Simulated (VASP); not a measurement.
# BN (P6_3/mmc) in VASP: a series of runs, part 2 of 2

VASP 6.6.1. The steps go on from the part before.

### Step 3. Single point, PBE

File INCAR:

```
SYSTEM = BN
PREC     = Accurate       ! precision mode
ENCUT    = 600            ! plane-wave cutoff, eV
EDIFF    = 1E-6           ! SCF threshold, eV
ISMEAR   = 0              ! smearing method
SIGMA    = 0.01           ! smearing width, eV
LREAL    = .False.        ! projectors in reciprocal space
LASPH    = .True.         ! aspherical terms in the spheres
NELM     = 120            ! most SCF steps
ALGO     = Normal         ! electronic algorithm
ISIF     = 2              ! what is computed and relaxed
LWAVE    = .False.        ! write WAVECAR
LCHARG   = .False.        ! write CHGCAR
GGA      = PE             ! functional
NBANDS   = 16             ! bands
GGA_COMPAT= .False.
```

File KPOINTS:

```
Automatic mesh
0
Gamma
  9 9 3
  0 0 0
```

File POSCAR:

```
BN
1.0
    2.5040000000      0.0000000000      0.0000000000
   -1.2520000000      2.1685276111      0.0000000000
    0.0000000000      0.0000000000      6.6610000000
B N
2 2
Direct
    0.3333333333      0.6666666667      0.2500000000
    0.6666666667      0.3333333333      0.7500000000
    0.6666666667      0.3333333333      0.2500000000
    0.3333333333      0.6666666667      0.7500000000
```

Potentials or basis: VASP PAW PBE potentials, release 64 (B, N).

Run with:

```bash
$ cat potpaw_PBE.64/B/POTCAR potpaw_PBE.64/N/POTCAR > POTCAR
$ mpirun -np 1 vasp_std > vasp.out
```

OUTCAR:

```text
SYSTEM = BN
   PREC = Accurate
   ENCUT = 600
   EDIFF = 1E-6
   ISMEAR = 0
   LREAL = .False.
   LASPH = .True.
   NELM = 120
   ISIF = 2
   GGA = PE

 ion  position               nearest neighbor table
   1  0.333  0.667  0.250-   3 1.45   3 1.45   3 1.45
   2  0.667  0.333  0.750-   4 1.45   4 1.45   4 1.45
   3  0.667  0.333  0.250-   1 1.45   1 1.45   1 1.45
   4  0.333  0.667  0.750-   2 1.45   2 1.45   2 1.45

  LATTYP: Found a hexagonal cell.
 ALAT       =     2.5040000000
 C/A-ratio  =     2.6601437700

  Lattice vectors:

 A1 = (   2.5040000000,   0.0000000000,   0.0000000000)
 A2 = (  -1.2520000000,   2.1685276111,   0.0000000000)
 A3 = (   0.0000000000,   0.0000000000,   6.6610000000)

Analysis of symmetry for initial positions (statically):
=====================================================================
 Subroutine PRICEL returns:
 Original cell was already a primitive cell.

 Routine SETGRP: Setting up the symmetry group for a
 hexagonal supercell.

 Subroutine GETGRP returns: Found 24 space group operations
 (whereof 12 operations were pure point group operations)
[... 172 lines left out ...]
 val. band max:        2.2278946896   @ k =   0.3333   0.3333   0.3333
 cond. band min:       6.6456285089   @ k =   0.4444   0.1111   0.0000
 fundamental gap:      4.4177338194
 Fermi energy:         2.2932403573

 k-point     1 :       0.0000    0.0000    0.0000
  band No.  band energies     occupation
      1     -15.5475      2.00000
      2     -15.2603      2.00000
      3      -3.9522      2.00000
      4      -1.8583      2.00000
      5       0.9176      2.00000
      6       0.9176      2.00000
[... 433 lines left out ...]
      3      -5.6839      2.00000
      4      -5.6055      2.00000
      5      -4.9011      2.00000
      6      -4.9011      2.00000
[... 8 lines left out ...]
     15      19.5519      0.00000
     16      20.0279      0.00000

------------------------ aborting loop because EDIFF is reached ----------------------------------------

  FORCE on cell =-STRESS in cart. coord.  units (eV):
  Direction    XX          YY          ZZ          XY          YZ          ZX
  --------------------------------------------------------------------------------------
  -------------------------------------------------------------------------------------
  Total        0.7980762      0.7980762      0.5888306      0.0000000     -0.0000000      0.0000000
  in kB       35.3521815     35.3521815     26.0832800      0.0000000     -0.0000000      0.0000000
  external PRESSURE =      32.2625477 kB  Pullay stress =       0.0000000 kB

 VOLUME and BASIS-vectors are now :
 -----------------------------------------------------------------------------
  energy-cutoff  :      600.00
  volume of cell :       36.17
      direct lattice vectors                 reciprocal lattice vectors
     2.504000000  0.000000000  0.000000000     0.399361022  0.230571194  0.000000000
    -1.252000000  2.168527611  0.000000000     0.000000000  0.461142388  0.000000000
     0.000000000  0.000000000  6.661000000     0.000000000  0.000000000  0.150127608

 POSITION                                       TOTAL-FORCE (eV/Angst)
 -----------------------------------------------------------------------------------
     -0.00000      1.44569      1.66525         0.000000     -0.000000      0.000000
      1.25200      0.72284      4.99575        -0.000000      0.000000      0.000000
      1.25200      0.72284      1.66525        -0.000000     -0.000000      0.000000
     -0.00000      1.44569      4.99575         0.000000      0.000000      0.000000
 -----------------------------------------------------------------------------------
    total drift:                                0.000000     -0.000000      0.000000

  FREE ENERGIE OF THE ION-ELECTRON SYSTEM (eV)
  ---------------------------------------------------
  free  energy   TOTEN  =       -35.1612141717 eV

  energy  without entropy=      -35.1612141717  energy(sigma->0) =      -35.16121417
```

OSZICAR:

```text
N       E                     dE             d eps       ncg     rms          rms(c)
DAV:   1     0.646165009399E+02    0.64617E+02   -0.85895E+03   768   0.103E+03
DAV:   2    -0.348484786488E+02   -0.99465E+02   -0.88570E+02  1048   0.252E+02
DAV:   3    -0.387013774163E+02   -0.38529E+01   -0.38357E+01  1048   0.496E+01
DAV:   4    -0.387262980480E+02   -0.24921E-01   -0.24918E-01   912   0.422E+00
DAV:   5    -0.387265314965E+02   -0.23345E-03   -0.23344E-03  1040   0.398E-01    0.112E+01
DAV:   6    -0.355150026373E+02    0.32115E+01   -0.51942E+00  1000   0.185E+01    0.501E+00
DAV:   7    -0.352393012853E+02    0.27570E+00   -0.58363E-01  1032   0.568E+00    0.315E+00
DAV:   8    -0.351651771488E+02    0.74124E-01   -0.23582E-01   992   0.329E+00    0.481E-01
DAV:   9    -0.351601434632E+02    0.50337E-02   -0.15658E-02   880   0.109E+00    0.199E-01
DAV:  10    -0.351611005173E+02   -0.95705E-03   -0.13412E-03   944   0.284E-01    0.358E-02
DAV:  11    -0.351612038815E+02   -0.10336E-03   -0.10745E-04   936   0.863E-02    0.262E-02
DAV:  12    -0.351612140423E+02   -0.10161E-04   -0.29788E-05   904   0.397E-02    0.292E-03
DAV:  13    -0.351612141717E+02   -0.12942E-06   -0.79736E-07   816   0.699E-03
   1 F= -.35161214E+02 E0= -.35161214E+02  d E =-.530017E-22
```

stdout:

```text
POSCAR found type information on POSCAR B N
 POSCAR found :  2 types and       4 ions
 scaLAPACK will be used
 LDA part: xc-table for (Slater+PW92), standard interpolation
 POSCAR, INCAR and KPOINTS ok, starting setup
 FFT: planning ... GRIDC
 FFT: planning ... GRID_SOFT
 FFT: planning ... GRID
 WAVECAR not read
 entering main loop
```

Wall time 6.8 s (1 thread of Intel Xeon 6975P-C (Granite Rapids), shared host); peak memory 0.15 GiB.

What came out:

```
Free energy            : -35.1612 eV
Pressure               : 3.2 GPa
Band gap on the k mesh : 4.42 eV, indirect (least direct gap 4.70 eV)
```

Caveat: this functional lacks dispersion, which binds the layers, so the pressure and a relaxed spacing across them are unreliable. A hybrid or GW would open this gap; PBE tends to underestimate it.

### Step 4. Single point, PBE

File INCAR:

```
SYSTEM = BN
PREC = Accurate
ENCUT = 600
EDIFF = 1E-6
ISMEAR = 0
SIGMA = 0.01
LREAL = .FALSE.
LASPH = .TRUE.
NELM = 120
ALGO = Normal
ISIF = 2
LWAVE = .FALSE.
LCHARG = .FALSE.
GGA = PE
NBANDS = 16
GGA_COMPAT = .FALSE.
```

File KPOINTS:

```
regular mesh
0
G
  12 12 4
  0 0 0
```

POSCAR is that of step 3.

Run with:

```bash
$ cat potpaw_PBE.64/B/POTCAR potpaw_PBE.64/N/POTCAR > POTCAR
$ mpirun -np 1 vasp_std > vasp.out
```

It took 14 s on 1 thread of Intel Xeon 6975P-C (Granite Rapids), shared host; peak memory 0.16 GiB.

The run converged. Its results:

| Quantity | Value |
| --- | --- |
| Free energy | -35.1613 eV |
| Pressure | 3.2 GPa |
| Band gap on the k mesh | 4.28 eV, indirect (least direct gap 4.64 eV) |

Stress tensor (GPa, compression positive):
```
3.54 0.00 0.00
0.00 3.54 0.00
0.00 0.00 2.61
```

Levels at points of the mesh, in eV from the valence-band top:
```tsv
k point	band 5	band 6	band 7	band 8	band 9	band 10	band 11	band 12
(0.00, 0.00, 0.00)	-1.33	-1.33	-1.29	-1.29	5.24	10.28	11.55	11.55
(0.50, 0.00, 0.00)	-4.14	-4.08	-1.43	-0.44	4.28	5.63	9.53	9.96
(0.00, 0.00, 0.50)	-1.31	-1.31	-1.31	-1.31	7.59	7.59	11.61	11.61
(0.50, 0.00, 0.50)	-4.11	-4.11	-0.92	-0.92	4.74	4.74	9.92	9.92
```

Caveat: this functional lacks dispersion, which binds the layers, so the pressure and a relaxed spacing across them are unreliable. A k mesh can miss the band edges.

### Step 5. Single point, PBE

File INCAR:

```
SYSTEM = BN
PREC = Accurate ; ENCUT = 600
EDIFF = 1E-6 ; ISMEAR = 0
SIGMA = 0.01 ; LREAL = .False.
LASPH = .True. ; NELM = 120
ALGO = Normal ; ISIF = 2
LWAVE = .False. ; LCHARG = .True.
GGA = PE ; LELF = .True.
LVHAR = .True. ; NBANDS = 16
GGA_COMPAT = .False.
```

File KPOINTS:

```
regular mesh
0
Gamma
  3 3 2
  0 0 0
```

POSCAR is that of step 4.

Run with:

```bash
$ cat potpaw_PBE.64/B/POTCAR potpaw_PBE.64/N/POTCAR > POTCAR
$ mpirun -np 1 vasp_std > vasp.out
```

Run time: 9.6 s. Hardware: 1 thread of Intel Xeon 8259CL, shared host; peak memory 0.14 GiB.

The run converged. Its results:

```yaml
Free_energy: -34.9628 eV
Pressure: 3.0 GPa
Band_gap_on_the_k_mesh: 4.61 eV, direct
```

Stress tensor (GPa, compression positive):
```
3.29 0.00 0.00
0.00 3.29 0.00
0.00 0.00 2.41
```

Levels at points of the mesh, in eV from the valence-band top:
```csv
k point,band 5,band 6,band 7,band 8,band 9,band 10,band 11,band 12
"(0.00, 0.00, 0.00)",-1.33,-1.33,-1.29,-1.29,5.20,10.27,11.52,11.52
"(0.00, 0.00, 0.50)",-1.31,-1.31,-1.31,-1.31,7.56,7.56,11.58,11.58
```

Caveat: the k points lie up to 0.97 Å⁻¹ apart; this functional lacks dispersion, which binds the layers, so the pressure and a relaxed spacing across them are unreliable.

### Step 6. Single point, PBE

File INCAR:

```
PREC = Accurate
ENCUT = 600
EDIFF = 1E-6
ISMEAR = 0
SIGMA = 0.01
LREAL = False
LASPH = True
NELM = 120
ALGO = Normal
ISIF = 2
LWAVE = False
LCHARG = False
GGA = PE
NBANDS = 16
GGA_COMPAT = False
```

File KPOINTS:

```
Automatic mesh
0
Gamma
  9 9 3
```

POSCAR is that of step 5.

Potentials or basis: VASP PAW PBE potentials, release 64 (B, N).

Run with:

```bash
$ cat potpaw_PBE.64/B/POTCAR potpaw_PBE.64/N/POTCAR > POTCAR
$ mpirun -np 1 vasp_std > vasp.out
```

Wall time 22 s (1 thread of Intel Xeon 8259CL, shared host); peak memory 0.15 GiB.

The run converged. Its results:

| Item | Value |
| --- | --- |
| Free energy | -35.1612 eV |
| Pressure | 3.2 GPa |
| Band gap on the k mesh | 4.42 eV, indirect (least direct gap 4.70 eV) |

Stress tensor (GPa, compression positive):
```
3.54 0.00 0.00
0.00 3.54 0.00
0.00 0.00 2.61
```

Levels at points of the mesh, in eV from the valence-band top:
| k point | band 4 | band 5 | band 6 | band 7 | band 8 | band 9 | band 10 | band 11 | band 12 | band 13 |
| --- | --- | --- | --- | --- | --- | --- | --- | --- | --- | --- |
| (0.00, 0.00, 0.00) | -4.09 | -1.31 | -1.31 | -1.27 | -1.27 | 5.26 | 10.30 | 11.57 | 11.57 | 11.69 |

Caveat: this functional lacks dispersion, which binds the layers, so the pressure and a relaxed spacing across them are unreliable. A hybrid or GW would open this gap; PBE tends to underestimate it.

### Step 7. The runs side by side

| k mesh | gap on the mesh (eV) | pressure (GPa) |
| --- | --- | --- |
| 3 × 3 × 2 | 4.61 | 3.0 |
| 9 × 9 × 3 | 4.42 | 3.2 |
| 12 × 12 × 4 | 4.28 | 3.2 |

Alike in all rows: task single point; level PBE; potentials or basis VASP PAW PBE potentials, release 64 (B, N); no spin polarisation; cell as given; cutoff (eV) 600; smearing gaussian 0.01 eV.

Caveats: some runs use coarse meshes; this functional lacks dispersion, which binds the layers, so the pressure and a relaxed spacing across them are unreliable.

Total energies depend on the potentials used, so only differences within one code and one set of settings carry meaning.
